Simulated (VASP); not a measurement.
# Al12H3C in VASP: notebook, part 2 of 2

VASP 6.6.1. The steps go on from the part before.

### Step 5. Single point, PBEsol

INCAR reads:

```
PREC = Accurate
ENCUT = 520
EDIFF = 1E-6
ISMEAR = 0
SIGMA = 0.1
LREAL = Auto
LASPH = T
NELM = 100
ALGO = Normal
ISIF = 2
LWAVE = F
LCHARG = F
GGA = PS
NBANDS = 36
```

KPOINTS reads:

```
Automatic mesh
0
Gamma
  3 3 1
```

POSCAR reads:

```
Al12H3C
1.0
    5.7275650000      0.0000000000      0.0000000000
    2.8637820000      4.9602170000      0.0000000000
    0.0000000000      0.0000000000     15.6765370000
Al C H
12 1 3
Direct
    0.1666666208      0.1666667003      0.0637895984
    0.6666667081      0.1666667003      0.0637895984
    0.1666666712      0.6666665995      0.0637895984
    0.6666667585      0.6666665995      0.0637895984
   -0.1684018694      0.3292295478      0.2073176621
    0.3353889943      0.3328995485      0.2130495402
   -0.1682481898      0.8371647853      0.2105605977
    0.3325177455      0.8310360212      0.2130146473
   -0.0431181014      0.0586077182      0.3592891721
    0.4891175957      0.0079095330      0.3533589721
   -0.0692591088      0.5331669965      0.3540305490
    0.4481005264      0.5313257464      0.3664471305
    0.1541838226      0.5490400924      0.4526014897
    0.0693560433      0.3081976051      0.4416358664
    0.2999138468      0.3945684231      0.4968981989
    0.0136709094      0.7292775699      0.4905392052
```

Potentials or basis: VASP PAW PBE potentials, release 64 (Al, C, H).

Launch:

```bash
> cat potpaw_PBE.64/Al/POTCAR potpaw_PBE.64/C/POTCAR potpaw_PBE.64/H/POTCAR > POTCAR
> mpirun -np 1 vasp_std > vasp.out
```

OUTCAR:

```text
PREC = Accurate
   ENCUT = 520
   EDIFF = 1E-6
   ISMEAR = 0
   LREAL = Auto
   LASPH = T
   NELM = 100
   ISIF = 2
   GGA = PS

 ion  position               nearest neighbor table
   1  0.167  0.167  0.064-   5 2.80   2 2.86   4 2.86   3 2.86   3 2.86   2 2.86   4 2.86   6 2.87
                             8 2.87
   2  0.667  0.167  0.064-   5 2.78   7 2.82   6 2.86   1 2.86   4 2.86   3 2.86   3 2.86   4 2.86
                             1 2.86
   3  0.167  0.667  0.064-   7 2.84   8 2.86   4 2.86   1 2.86   2 2.86   2 2.86   1 2.86   4 2.86
                             6 2.87
   4  0.667  0.667  0.064-   5 2.80   7 2.84   3 2.86   1 2.86   2 2.86   2 2.86   3 2.86   1 2.86
                             8 2.87
   5  0.832  0.329  0.207-   9 2.74  11 2.76   2 2.78   1 2.80   4 2.80   7 2.82   6 2.83   8 2.86
                             8 2.87   6 2.90   7 2.91  12 3.14
   6  0.335  0.333  0.213-  10 2.73   5 2.83   7 2.84   8 2.84   2 2.86   3 2.87  12 2.87   1 2.87
                             8 2.88   7 2.89   5 2.90  11 2.99
   7  0.832  0.837  0.211-  11 2.72  10 2.81   5 2.82   2 2.82   3 2.84   4 2.84   6 2.84   8 2.85
                             8 2.88   6 2.89   9 2.91   5 2.91
   8  0.333  0.831  0.213-  10 2.75  12 2.83   6 2.84   7 2.85   3 2.86   5 2.86   4 2.87   5 2.87
[... 218 lines left out ...]
      3      -7.0322      2.00000
      4      -5.3848      2.00000
      5      -4.9005      2.00000
      6      -3.9205      2.00000
[... 169 lines left out ...]
     32       4.9207      0.00000
     33       5.0343      0.00000
 [bands above 33 left out]

------------------------ aborting loop because EDIFF is reached ----------------------------------------

  FORCE on cell =-STRESS in cart. coord.  units (eV):
  Direction    XX          YY          ZZ          XY          YZ          ZX
  --------------------------------------------------------------------------------------
  -------------------------------------------------------------------------------------
  Total       -5.4395193     -1.6153926     -1.3209998     -1.1150340     -1.3125974      0.6330005
  in kB      -19.5681725     -5.8112270     -4.7521758     -4.0112328     -4.7219489      2.2771613
  external PRESSURE =     -10.0438585 kB  Pullay stress =       0.0000000 kB

 VOLUME and BASIS-vectors are now :
 -----------------------------------------------------------------------------
  energy-cutoff  :      520.00
  volume of cell :      445.37
      direct lattice vectors                 reciprocal lattice vectors
     5.727565000  0.000000000  0.000000000     0.174594265 -0.100802024  0.000000000
     2.863782000  4.960217000  0.000000000     0.000000000  0.201604083  0.000000000
     0.000000000  0.000000000 15.676537000     0.000000000  0.000000000  0.063789598

 POSITION                                       TOTAL-FORCE (eV/Angst)
 -----------------------------------------------------------------------------------
      1.43189      0.82670      1.00000         0.035428      0.103091      0.147621
      4.29567      0.82670      1.00000        -0.070920      0.113055     -0.122155
      2.86378      3.30681      1.00000         0.018024      0.027898      0.209790
      5.72757      3.30681      1.00000         0.011428     -0.098335      0.028803
      5.70587      1.63305      3.25002        -0.003595      0.022152     -0.017462
      2.87431      1.65125      3.33988        -0.030042     -0.003612     -0.004397
[... 8 lines left out ...]
      2.84773      1.95714      7.78964         0.056817     -0.091709      0.036267
      2.16679      3.61737      7.68996         0.011755     -0.096184     -0.028409
 -----------------------------------------------------------------------------------
    total drift:                               -0.004322     -0.002550     -0.012048

  FREE ENERGIE OF THE ION-ELECTRON SYSTEM (eV)
  ---------------------------------------------------
  free  energy   TOTEN  =       -64.1825285395 eV

  energy  without entropy=      -64.1632811344  energy(sigma->0) =      -64.17290484
```

OSZICAR:

```text
N       E                     dE             d eps       ncg     rms          rms(c)
DAV:   1     0.110522840011E+03    0.11052E+03   -0.13984E+04   360   0.886E+02
DAV:   2    -0.531798390547E+02   -0.16370E+03   -0.15563E+03   452   0.150E+02
DAV:   3    -0.679289489392E+02   -0.14749E+02   -0.14378E+02   504   0.418E+01
[... 12 lines left out ...]
DAV:  16    -0.641821182352E+02   -0.13692E-02   -0.21100E-04   416   0.681E-02    0.116E-02
DAV:  17    -0.641824355870E+02   -0.31735E-03   -0.43499E-05   432   0.352E-02    0.628E-03
DAV:  18    -0.641825227726E+02   -0.87186E-04   -0.13744E-05   420   0.161E-02    0.323E-03
DAV:  19    -0.641825278406E+02   -0.50681E-05   -0.13995E-06   368   0.543E-03    0.862E-04
DAV:  20    -0.641825285395E+02   -0.69886E-06   -0.22121E-07   360   0.236E-03
   1 F= -.64182529E+02 E0= -.64172905E+02  d E =-.192474E-01
```

stdout:

```text
POSCAR found type information on POSCAR AlC H
 POSCAR found :  3 types and      16 ions
 scaLAPACK will be used
 -----------------------------------------------------------------------------
|                                                                             |
|                                                                             |
|     You enforced a specific xc type in the INCAR file but a different       |
|     I HOPE YOU KNOW WHAT YOU ARE DOING!                                     |
|                                                                             |
 -----------------------------------------------------------------------------

 LDA part: xc-table for (Slater+PW92), standard interpolation
 POSCAR, INCAR and KPOINTS ok, starting setup
 FFT: planning ... GRIDC
 FFT: planning ... GRID_SOFT
 FFT: planning ... GRID
 WAVECAR not read
 entering main loop
```

It took 2 min on 1 thread of Intel Xeon 6975P-C (Granite Rapids), shared host; peak memory 0.55 GiB.

Results:

```
Free energy            : -64.1825 eV
Largest force          : 0.212 eV/Å
Band gap on the k mesh : zero (an odd number of electrons rules out a gap without spin polarisation)
```

Forces on the atoms (eV/Å):
```
Al   0.035  0.103  0.148
Al  -0.071  0.113 -0.122
Al   0.018  0.028  0.210
Al   0.011 -0.098  0.029
Al  -0.004  0.022 -0.017
Al  -0.030 -0.004 -0.004
Al  -0.018  0.018  0.001
Al  -0.032 -0.017 -0.019
Al  -0.067  0.033 -0.085
Al  -0.066  0.016 -0.008
Al  -0.038  0.079 -0.024
Al  -0.011  0.028 -0.029
C    0.029 -0.118  0.021
H    0.174 -0.016 -0.107
H    0.057 -0.092  0.036
H    0.012 -0.096 -0.028
```

Levels at points of the mesh, in eV from the Fermi level:
| k point | band 19 | band 20 | band 21 | band 22 | band 23 | band 24 |
| --- | --- | --- | --- | --- | --- | --- |
| (0.00, 0.00, 0.00) | -2.14 | -1.67 | -0.85 | -0.44 | -0.31 | 0.22 |

Caveat: the k points lie up to 0.42 Å⁻¹ apart, too coarse for converged energies and pressures of a metal; the PAW data sets were made with another functional, which shifts forces and pressure a little.

### Step 6. Overview

```csv
cell,gap on the mesh (eV),largest force (eV/Å)
"as given, atomic positions A",none,0.16
"as given, atomic positions B",none,0.17
"as given, atomic positions C",none,0.58
"as given, atomic positions D",none,0.21
```

Alike in all rows: task single point; level PBEsol; potentials or basis VASP PAW PBE potentials, release 64 (Al, C, H); no spin polarisation; k mesh 3 × 3 × 1; cutoff (eV) 520; smearing gaussian 0.1 eV.

Caveats: all runs use coarse meshes; the PAW data sets were made with another functional, which shifts forces and pressure a little.

Absolute energies hang on the potentials; compare differences alone.
